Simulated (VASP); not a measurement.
Wanted: the native input for a VASP 6.6.1 run.

| Item | Value |
| --- | --- |
| Task | single point |
| Functional | PBEsol |
| Potentials or basis | VASP PAW PBE potentials, release 64 (Ta_pv) |
| Cutoff | 520 eV |
| k mesh | 8 × 8 × 12 |
| Occupations | fermi-dirac, width 0.08 eV |
| Spin | no spin polarisation |
| Dipole correction | no |
| Further INCAR settings | ALGO = Normal; EDIFF = 1e-06; NBANDS = 24 |

The structure of Ta lies in POSCAR:

```
Ta
1.0
    0.0000000000      3.2812985076     -3.2812985076
   -3.2812985076      0.0000000000      3.2812985076
    1.6406492538      1.6406492538      1.6406492538
Ta
3
Direct
    0.0000000000      0.0000000000      0.0000000000
    0.3333333330      0.6666666670      0.3333333330
    0.6666666670      0.3333333330      0.6666666670
```

One way to write it, as run:

INCAR

```
ALGO = Normal ; EDIFF = 1E-6
ENCUT = 520 ; GGA = PS
ISIF = 2 ; ISMEAR = -1
LASPH = True ; LCHARG = False
LREAL = False ; LWAVE = False
NBANDS = 24 ; NELM = 100
PREC = Accurate ; SIGMA = 0.08
```

KPOINTS

```
k-points
0
Gamma
  8 8 12
```

Potentials or basis: VASP PAW PBE potentials, release 64 (Ta_pv).

Launch:

```console
$ cat potpaw_PBE.64/Ta_pv/POTCAR > POTCAR
$ mpirun -np 1 vasp_std > vasp.out
```

Results of the run:

The pressure is 0.2 GPa.

Caveat: the PAW data sets were made with another functional, which shifts forces and pressure a little.

Wall time 61 s on 1 thread of Intel(R) Xeon(R) Platinum 8124M CPU @ 3.00GHz (Skylake/Cascade Lake) (shared host), peak memory 0.24 GiB.
